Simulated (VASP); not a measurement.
A run of VASP 6.6.1 is set up as follows.

INCAR

```
PREC     = Accurate       # precision mode
ENCUT    = 520            # plane-wave cutoff, eV
EDIFF    = 1E-7           # SCF threshold, eV
ISMEAR   = 0              # smearing method
SIGMA    = 0.15           # smearing width, eV
LREAL    = False          # projectors in reciprocal space
LASPH    = True           # aspherical terms in the spheres
NELM     = 80             # most SCF steps
ALGO     = Fast           # electronic algorithm
ISIF     = 2              # what is computed and relaxed
LWAVE    = False          # write WAVECAR
LCHARG   = False          # write CHGCAR
GGA      = CA             # functional
NBANDS   = 21             # bands
```

File KPOINTS:

```
Automatic mesh
0
Gamma
  21 21 10
```

File POSCAR:

```
Ru
1.0
    2.6740588025      0.0000000000      0.0000000000
   -1.3370294013      2.3158028542      0.0000000000
    0.0000000000      0.0000000000      4.2267610266
Ru
2
Direct
    0.3635604314      0.7271208628      0.2500000000
    0.6364395686      0.2728791372      0.7500000000
```

Potentials or basis: VASP PAW LDA potentials, release 64 (Ru_pv).

Run with:

```console
$ cat potpaw_LDA.64/Ru_pv/POTCAR > POTCAR
$ mpirun -np 1 vasp_std > vasp.out
```

Task: Predict the largest force.

Result: 1.906 eV/Å.

Task: Estimate the pressure.

Result: 5.5 GPa.

Task: Predict the band gap on the k mesh.

Result: Zero (bands 14 and 15 overlap by 3.04 eV).

Forces in eV/Å, atoms in the order of the input:
```
Ru   0.000 -1.906  0.000
Ru   0.000  1.906  0.000
```

Caveat: the cell differs from its parent crystal (atoms displaced along a vibrational mode); the stress differs along the axes, from -2 to 11 GPa; forces of over 1 eV/Å act on the atoms, so gaps and moduli don't describe the material at rest.
